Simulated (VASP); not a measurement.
# C (R-3m) in VASP: further runs

C is run at these levels: PBEsol, LDA; tasks: single point.

Program: VASP 6.6.1. These are calculated values, not measurements. Logs are shortened: lines on timing, memory, paths and dates and some standing lists are left out, and cuts for length are marked.

## (1) The cell of the first run

The structure is trigonal, space group R-3m (No. 166). Conventional cell: a = 2.466 Å, b = 2.466 Å, c = 24.848 Å, α = 90.00°, β = 90.00°, γ = 120.00°. Within 1.9 Å of C (site symmetry 3m) lie 3 C at 1.42 Å. C (site symmetry 3m) has 3 C at 1.42 Å within 1.9 Å.

## (2) Single point, PBEsol

Input file INCAR:

```
SYSTEM = C
PREC = Accurate ; ENCUT = 520
EDIFF = 1E-6 ; ISMEAR = 0
SIGMA = 0.1 ; LREAL = .False.
LASPH = .True. ; NELM = 100
ALGO = Normal ; ISIF = 2
LWAVE = .False. ; LCHARG = .False.
GGA = PS ; NBANDS = 16
```

Input file KPOINTS:

```
Automatic mesh
0
Gamma
  12 12 12
  0 0 0
```

Input file POSCAR:

```
C
1.0
    1.2331880975      0.7119814801      8.2826151019
   -1.2331880975      0.7119814801      8.2826151019
    0.0000000000     -1.4239629601      8.2826151019
C
4
Direct
    0.0871730800      0.0871730800      0.0871730800
    0.7538500600      0.7538500600      0.7538500600
    0.2461499400      0.2461499400      0.2461499400
    0.9128269200      0.9128269200      0.9128269200
```

Potentials or basis: VASP PAW PBE potentials, release 64 (C).

On the command line:

```sh
> cat potpaw_PBE.64/C/POTCAR > POTCAR
> mpirun -np 1 vasp_std > vasp.out
```

OUTCAR:

```text
SYSTEM = C
   PREC = Accurate
   ENCUT = 520
   EDIFF = 1E-6
   ISMEAR = 0
   LREAL = .False.
   LASPH = .True.
   NELM = 100
   ISIF = 2
   GGA = PS

 ion  position               nearest neighbor table
   1  0.087  0.087  0.087-   2 1.42   2 1.42   2 1.42
   2  0.754  0.754  0.754-   1 1.42   1 1.42   1 1.42
   3  0.246  0.246  0.246-   4 1.42   4 1.42   4 1.42
   4  0.913  0.913  0.913-   3 1.42   3 1.42   3 1.42

  LATTYP: Found a trigonal (rhomboedric) cell.
 ALAT       =     8.4041289518
 COS(alpha) =     0.9569371044

  Lattice vectors:

 A1 = (   1.2331880975,   0.7119814801,   8.2826151019)
 A2 = (  -1.2331880975,   0.7119814801,   8.2826151019)
 A3 = (   0.0000000000,  -1.4239629601,   8.2826151019)

Analysis of symmetry for initial positions (statically):
=====================================================================
 Subroutine PRICEL returns:
 Original cell was already a primitive cell.

 Routine SETGRP: Setting up the symmetry group for a
 trigonal (rhombohedral) supercell.

 Subroutine GETGRP returns: Found 12 space group operations
 (whereof 12 operations were pure point group operations)
 out of a pool of 12 trial point group operations.

The static configuration has the point symmetry D_3d.

Analysis of symmetry for dynamics (positions and initial velocities):
=====================================================================
 Subroutine PRICEL returns:
 Original cell was already a primitive cell.

 Routine SETGRP: Setting up the symmetry group for a
 trigonal (rhombohedral) supercell.

 Subroutine GETGRP returns: Found 12 space group operations
 (whereof 12 operations were pure point group operations)
 out of a pool of 12 trial point group operations.

The dynamic configuration has the point symmetry D_3d.

 Subroutine INISYM returns: Found 12 space group operations
 (whereof 12 operations are pure point group operations),
 and found     1 'primitive' translations

----------------------------------------------------------------------------------------

                                     Primitive cell

  volume of cell :      43.6332

  direct lattice vectors                    reciprocal lattice vectors
     1.233188098  0.711981480  8.282615102     0.405453151  0.234088486  0.040244938
    -1.233188098  0.711981480  8.282615102    -0.405453151  0.234088486  0.040244938
     0.000000000 -1.423962960  8.282615102     0.000000000 -0.468176972  0.040244938

  length of vectors
     8.404128952  8.404128952  8.404128952     0.469903535  0.469903535  0.469903535

  position of ions in fractional coordinates (direct lattice)
     0.087173080  0.087173080  0.087173080
     0.753850060  0.753850060  0.753850060
     0.246149940  0.246149940  0.246149940
     0.912826920  0.912826920  0.912826920

  ion indices of the primitive-cell ions
   primitive index   ion index
                 1           1
                 2           2
                 3           3
                 4           4

----------------------------------------------------------------------------------------

 KPOINTS: Automatic mesh

Automatic generation of k-mesh.
 Grid dimensions read from file:
 generate k-points for:   12   12   12

 Generating k-lattice:

  Cartesian coordinates                     Fractional coordinates (reciprocal lattice)
     0.033787763  0.019507374  0.003353745     0.083333333  0.000000000  0.000000000
    -0.033787763  0.019507374  0.003353745     0.000000000  0.083333333  0.000000000
     0.000000000 -0.039014748  0.003353745     0.000000000  0.000000000  0.083333333

  Length of vectors
     0.039158628  0.039158628  0.039158628

  Shift w.r.t. Gamma in fractional coordinates (k-lattice)
     0.000000000  0.000000000  0.000000000

 Subroutine IBZKPT returns following result:
 ===========================================

 Found    189 irreducible k-points:

 Following reciprocal coordinates:
            Coordinates               Weight
  0.000000  0.000000  0.000000      1.000000
  0.083333  0.000000 -0.000000      6.000000
  0.166667 -0.000000 -0.000000      6.000000
  0.250000  0.000000 -0.000000      6.000000
  0.333333  0.000000 -0.000000      6.000000
  0.416667  0.000000 -0.000000      6.000000
[... 16 lines left out ...]
  0.500000  0.166667 -0.000000     12.000000
 -0.416667  0.166667  0.000000     12.000000
 [... further k-points ...]
   k-points           NKPTS =    189   k-points in BZ     NKDIM =    189   number of bands    NBANDS=     16
   number of dos      NEDOS =    301   number of ions     NIONS =      4
   total plane-waves  NPLWV = 262144
   dimension x,y,z NGX =    64 NGY =   64 NGZ =   64
   dimension x,y,z NGXF=   128 NGYF=  128 NGZF=  128
   ions per type =               4
   NGX,Y,Z   is equivalent  to a cutoff of  12.66, 12.66, 12.66 a.u.
   NGXF,Y,Z  is equivalent  to a cutoff of  25.32, 25.32, 25.32 a.u.
 SYSTEM =  C
   PREC   = accura    normal or accurate (medium, high low for compatibility)
   ISTART =      0    job   : 0-new  1-cont  2-samecut
   ICHARG =      2    charge: 1-file 2-atom 10-const
   ISPIN  =      1    spin polarized calculation?
   LNONCOLLINEAR =      F non collinear calculations
   LSORBIT =      F    spin-orbit coupling
   LASPH  =      T    aspherical Exc in radial PAW
   ENCUT  =  520.0 eV  38.22 Ry    6.18 a.u.  15.63 15.63 15.63*2*pi/ulx,y,z
   NELM   =    100;   NELMIN=  2; NELMDL= -5     # of ELM steps
   EDIFF  = 0.1E-05   stopping-criterion for ELM
   LREAL  =      F    real-space projection
   EDIFFG = 0.1E-04   stopping-criterion for IOM
   NSW    =      0    number of steps for IOM
   IBRION =     -1    ionic relax: 0-MD 1-quasi-New 2-CG
   NFREE  =      0    steps in history (QN), initial steepest desc. (CG)
   ISIF   =      2    stress and relaxation
   ISYM   =      2    0-nonsym 1-usesym 2-fastsym
   POTIM  = 0.5000    time-step for ionic-motion
   TEBEG  =    0.0;   TEEND  =   0.0 temperature during run
   PSTRESS=    0.0 pullay stress
   NELECT =      16.0000    total number of electrons
   NUPDOWN=      -1.0000    fix difference up-down
   EMIN   =  10.00;   EMAX   =-10.00  energy-range for DOS
   EFERMI =   0.00;   METHOD = LEGACY
   ISMEAR =     0;   SIGMA  =   0.10  broadening in eV -4-tet -1-fermi 0-gaus
   EFERMI_NEDOS =   21; number of points for ismear=-14 and -15
[... 41 lines left out ...]
      2     -16.5179      2.00000
      3      -5.0146      2.00000
      4      -4.3957      2.00000
      5      -0.0731      2.00000
      6      -0.0731      2.00000
[... 8 lines left out ...]
     15      14.2222      0.00000
     16      14.3927      0.00000

 k-point     2 :       0.0833    0.0000   -0.0000
  band No.  band energies     occupation
      1     -16.4075      2.00000
      2     -16.3543      2.00000
      3      -4.8150      2.00000
      4      -4.2032      2.00000
      5      -0.7243      2.00000
      6      -0.7206      2.00000
[... 8 lines left out ...]
     15      13.7886      0.00000
     16      13.8395      0.00000

 k-point     3 :       0.1667   -0.0000   -0.0000
  band No.  band energies     occupation
      1     -15.9157      2.00000
      2     -15.8650      2.00000
      3      -4.2213      2.00000
      4      -3.6309      2.00000
      5      -2.3642      2.00000
      6      -2.3571      2.00000
[... 8 lines left out ...]
     15      13.7551      0.00000
     16      13.7639      0.00000

 k-point     4 :       0.2500    0.0000   -0.0000
  band No.  band energies     occupation
      1     -15.1024      2.00000
      2     -15.0555      2.00000
      3      -4.4662      2.00000
      4      -4.4545      2.00000
      5      -3.2517      2.00000
      6      -2.6985      2.00000
[... 8 lines left out ...]
     15      15.6913      0.00000
     16      16.3069      0.00000

 k-point     5 :       0.3333    0.0000   -0.0000
  band No.  band energies     occupation
      1     -13.9795      2.00000
      2     -13.9376      2.00000
      3      -6.6742      2.00000
      4      -6.6572      2.00000
      5      -2.8310      2.00000
      6      -2.8276      2.00000
[... 8 lines left out ...]
     15      16.9504      0.00000
     16      18.1394      0.00000

 k-point     6 :       0.4167    0.0000   -0.0000
  band No.  band energies     occupation
      1     -12.5764      2.00000
      2     -12.5402      2.00000
      3      -8.7816      2.00000
      4      -8.7589      2.00000
      5      -3.3050      2.00000
      6      -3.3016      2.00000
[... 8 lines left out ...]
     15      16.1893      0.00000
     16      17.6004      0.00000

 k-point     7 :       0.5000    0.0000   -0.0000
  band No.  band energies     occupation
      1     -11.2873      2.00000
      2     -11.2561      2.00000
      3     -10.3125      2.00000
      4     -10.2867      2.00000
      5      -3.4677      2.00000
      6      -3.4643      2.00000
[... 8 lines left out ...]
     15      15.3388      0.00000
     16      16.3922      0.00000

 k-point     8 :       0.0833    0.0833   -0.0000
  band No.  band energies     occupation
      1     -16.4072      2.00000
      2     -16.3545      2.00000
      3      -4.8122      2.00000
      4      -4.2067      2.00000
      5      -0.7241      2.00000
      6      -0.7208      2.00000
[... 8 lines left out ...]
     15      13.7893      0.00000
     16      13.8390      0.00000

 k-point     9 :       0.1667    0.0833   -0.0000
  band No.  band energies     occupation
      1     -16.0789      2.00000
      2     -16.0283      2.00000
      3      -4.4126      2.00000
      4      -3.8276      2.00000
      5      -1.7569      2.00000
      6      -1.7518      2.00000
[... 8 lines left out ...]
     15      12.8071      0.00000
     16      12.8297      0.00000
[... 172 lines left out ...]
 k-point    19 :       0.1667    0.1667   -0.0000
  band No.  band energies     occupation
      1     -15.9148      2.00000
      2     -15.8659      2.00000
      3      -4.2102      2.00000
      4      -3.6445      2.00000
      5      -2.3633      2.00000
      6      -2.3580      2.00000
[... 8 lines left out ...]
     15      13.7546      0.00000
     16      13.7645      0.00000

 k-point    20 :       0.2500    0.1667   -0.0000
  band No.  band energies     occupation
      1     -15.4255      2.00000
      2     -15.3798      2.00000
      3      -3.6194      2.00000
      4      -3.4670      2.00000
      5      -3.4604      2.00000
      6      -3.0865      2.00000
[... 8 lines left out ...]
     15      14.3343      0.00000
     16      14.3465      0.00000

 k-point    21 :       0.3333    0.1667   -0.0000
  band No.  band energies     occupation
      1     -14.6177      2.00000
      2     -14.5763      2.00000
      3      -4.7919      2.00000
      4      -4.7816      2.00000
      5      -3.4790      2.00000
      6      -3.4714      2.00000
[... 8 lines left out ...]
     15      14.4577      0.00000
     16      14.5115      0.00000

 k-point    22 :       0.4167    0.1667   -0.0000
  band No.  band energies     occupation
      1     -13.5054      2.00000
      2     -13.4691      2.00000
      3      -6.5251      2.00000
      4      -6.5081      2.00000
      5      -4.5373      2.00000
      6      -4.5300      2.00000
[... 8 lines left out ...]
     15      15.7388      0.00000
     16      16.0342      0.00000

 k-point    23 :       0.5000    0.1667   -0.0000
  band No.  band energies     occupation
      1     -12.1223      2.00000
      2     -12.0915      2.00000
      3      -8.4473      2.00000
      4      -8.4238      2.00000
      5      -5.1107      2.00000
      6      -5.1034      2.00000
[... 8 lines left out ...]
     15      16.0458      0.00000
     16      16.1599      0.00000

 k-point    24 :      -0.4167    0.1667    0.0000
  band No.  band energies     occupation
      1     -10.8662      2.00000
      2     -10.8372      2.00000
      3      -9.9046      2.00000
      4      -9.8805      2.00000
      5      -5.2948      2.00000
      6      -5.2872      2.00000
[... 8 lines left out ...]
     15      14.3772      0.00000
     16      16.0116      0.00000

 [... further k-points ...]
[... 5 lines left out ...]
  --------------------------------------------------------------------------------------
  -------------------------------------------------------------------------------------
  Total       -0.5938836     -0.5938836     -0.0624470      0.0000000     -0.0000000     -0.0000000
  in kB      -21.8069631    -21.8069631     -2.2930088      0.0000000     -0.0000000     -0.0000000
  external PRESSURE =     -15.3023116 kB  Pullay stress =       0.0000000 kB

 VOLUME and BASIS-vectors are now :
 -----------------------------------------------------------------------------
  energy-cutoff  :      520.00
  volume of cell :       43.63
      direct lattice vectors                 reciprocal lattice vectors
     1.233188098  0.711981480  8.282615102     0.405453151  0.234088486  0.040244938
    -1.233188098  0.711981480  8.282615102    -0.405453151  0.234088486  0.040244938
     0.000000000 -1.423962960  8.282615102     0.000000000 -0.468176972  0.040244938

 POSITION                                       TOTAL-FORCE (eV/Angst)
 -----------------------------------------------------------------------------------
      0.00000      0.00000      2.16606         0.000000      0.000000      0.003139
      0.00000      0.00000     18.73155         0.000000     -0.000000     -0.004330
      0.00000      0.00000      6.11630         0.000000      0.000000      0.004330
      0.00000      0.00000     22.68178         0.000000     -0.000000     -0.003139
 -----------------------------------------------------------------------------------
    total drift:                               -0.000000      0.000000      0.000000

  FREE ENERGIE OF THE ION-ELECTRON SYSTEM (eV)
  ---------------------------------------------------
  free  energy   TOTEN  =       -38.5628554637 eV

  energy  without entropy=      -38.5620372874  energy(sigma->0) =      -38.56244638
```

Wall time 22 min (1 thread of AMD EPYC 7R43 (Zen 3), shared host); peak memory 0.53 GiB.

Results:

```yaml
Free_energy: -38.5629 eV
Pressure: -1.5 GPa
Largest_force: 0.004 eV/Å
Band_gap_on_the_k_mesh: 0.19 eV, direct
```

Forces in eV/Å, atoms in the order of the input:
```
C    0.000  0.000  0.003
C    0.000  0.000 -0.004
C    0.000  0.000  0.004
C    0.000  0.000 -0.003
```

Stress tensor (GPa, compression positive):
```
-2.18  0.00  0.00
 0.00 -2.18  0.00
 0.00  0.00 -0.23
```

Caveat: the PAW data sets were made with another functional, which shifts forces and pressure a little.

## (3) Single point, LDA

Input file INCAR:

```
SYSTEM = C
PREC = Accurate
ENCUT = 520
EDIFF = 1E-7
ISMEAR = -1
SIGMA = 0.02
LREAL = .False.
LASPH = .True.
NELM = 80
ALGO = Normal
ISIF = 2
LWAVE = .False.
LCHARG = .True.
LELF = .True.
LVHAR = .True.
NBANDS = 16
```

Input file KPOINTS:

```
regular mesh
0
Gamma
  12 12 12
  0 0 0
```

Input file POSCAR:

```
C
1.0
    1.2331881000      0.7119814815      8.2826151033
   -1.2331881000      0.7119814815      8.2826151033
    0.0000000000     -1.4239629630      8.2826151033
C
4
Direct
    0.0871730800      0.0871730801      0.0871730800
    0.9128269200      0.9128269199      0.9128269200
    0.7538500600      0.7538500600      0.7538500600
    0.2461499400      0.2461499400      0.2461499400
```

Potentials or basis: VASP PAW LDA potentials, release 64 (C).

On the command line:

```sh
> cat potpaw_LDA.64/C/POTCAR > POTCAR
> mpirun -np 1 vasp_std > vasp.out
```

It took 26 min on 1 thread of AMD EPYC 7R43 (Zen 3), shared host; peak memory 0.4 GiB.

The run converged. Its results:

| Item | Value |
| --- | --- |
| Free energy | -40.3637 eV |
| Pressure | -5.5 GPa |
| Largest force | 0.010 eV/Å |
| Band gap on the k mesh | 0.19 eV, direct |

Forces on the atoms (eV/Å):
```
C    0.000  0.000  0.010
C    0.000  0.000 -0.010
C    0.000  0.000  0.003
C    0.000  0.000 -0.003
```

Stress tensor (GPa, compression positive):
```
-7.72  0.00  0.00
 0.00 -7.72  0.00
 0.00  0.00 -1.07
```

Levels at points of the mesh, in eV from the valence-band top:
| k point | band 4 | band 5 | band 6 | band 7 | band 8 | band 9 | band 10 | band 11 | band 12 | band 13 |
| --- | --- | --- | --- | --- | --- | --- | --- | --- | --- | --- |
| (0.00, 0.00, 0.00) | -7.21 | -2.94 | -2.94 | -2.94 | -2.94 | 2.88 | 6.49 | 8.35 | 8.35 | 8.36 |
| (0.50, 0.00, 0.00) | -13.03 | -6.31 | -6.30 | -2.42 | -2.09 | 1.48 | 1.97 | 7.52 | 7.56 | 10.49 |
| (0.50, 0.50, 0.00) | -13.03 | -6.31 | -6.30 | -2.36 | -2.16 | 1.57 | 1.86 | 7.50 | 7.58 | 10.86 |
| (0.50, 0.50, 0.50) | -7.46 | -2.94 | -2.94 | -2.94 | -2.94 | 4.09 | 4.47 | 8.35 | 8.35 | 8.36 |

A k mesh can miss the band edges.

## (4) Single point, PBEsol

Input file INCAR:

```
  PREC = Accurate
  ENCUT = 520
  EDIFF = 1E-6
  ISMEAR = 0
  SIGMA = 0.05
  LREAL = F
  LASPH = T
  NELM = 100
  ALGO = Normal
  ISIF = 2
  LWAVE = F
  LCHARG = T
  GGA = PS
  LELF = T
  LVHAR = T
  NBANDS = 16
```

Input file KPOINTS:

```
Automatic mesh
0
Gamma
  12 12 12
```

Input file POSCAR:

```
C
1.0
    8.4041289500      0.0000000000      0.0000000000
    8.0422228221      2.4396793823      0.0000000000
    8.0422228221      1.1929968104      2.1280963556
C
4
Direct
    0.0871730800      0.0871730800      0.0871730800
    0.7538500600      0.7538500600      0.7538500600
    0.2461499400      0.2461499400      0.2461499400
    0.9128269200      0.9128269200      0.9128269200
```

Potentials or basis: VASP PAW PBE potentials, release 64 (C).

On the command line:

```sh
> cat potpaw_PBE.64/C/POTCAR > POTCAR
> mpirun -np 1 vasp_std > vasp.out
```

Wall time 26 min (1 thread of AMD EPYC 7R43 (Zen 3), shared host); peak memory 0.53 GiB.

Results (log left out):

```
Free energy            : -38.5627 eV
Pressure               : -1.5 GPa
Largest force          : 0.004 eV/Å
Band gap on the k mesh : 0.19 eV, direct
```

Forces in eV/Å, atoms in the order of the input:
```
C    0.004  0.001  0.000
C   -0.004 -0.001  0.000
C    0.004  0.001  0.000
C   -0.004 -0.001  0.000
```

Stress tensor (GPa, compression positive):
```
-0.30  0.28  0.16
 0.28 -2.14  0.02
 0.16  0.02 -2.16
```

Levels at points of the mesh, in eV from the valence-band top:
| k point | band 6 | band 7 | band 8 | band 9 | band 10 | band 11 |
| --- | --- | --- | --- | --- | --- | --- |
| (0.00, 0.00, 0.00) | -2.91 | -2.91 | -2.91 | 3.21 | 6.86 | 8.37 |
| (0.50, 0.00, 0.00) | -6.30 | -2.43 | -2.11 | 1.51 | 1.98 | 7.42 |
| (0.50, 0.50, 0.00) | -6.30 | -2.37 | -2.17 | 1.60 | 1.88 | 7.39 |
| (0.50, 0.50, 0.50) | -2.91 | -2.91 | -2.91 | 4.45 | 4.77 | 8.37 |

Caveat: the PAW data sets were made with another functional, which shifts forces and pressure a little. A k mesh can miss the band edges.

## (5) Overview

```csv
level,potentials or basis,smearing,gap on the mesh (eV),pressure (GPa)
PBEsol,"VASP PAW PBE potentials, release 64 (C)",gaussian 0.1 eV,0.19,-1.5
LDA,"VASP PAW LDA potentials, release 64 (C)",fermi-dirac 0.02 eV,0.19,-5.5
PBEsol,"VASP PAW PBE potentials, release 64 (C)",gaussian 0.05 eV,0.19,-1.5
```

Alike in all rows: task single point; no spin polarisation; cell a = 8.404 Å, angles 16.9°, 4 atoms; k mesh 12 × 12 × 12; cutoff (eV) 520.

Caveats: the PAW data sets were made with another functional, which shifts forces and pressure a little (some runs).

Total energies depend on the potentials used, so only differences within one code and one set of settings carry meaning.
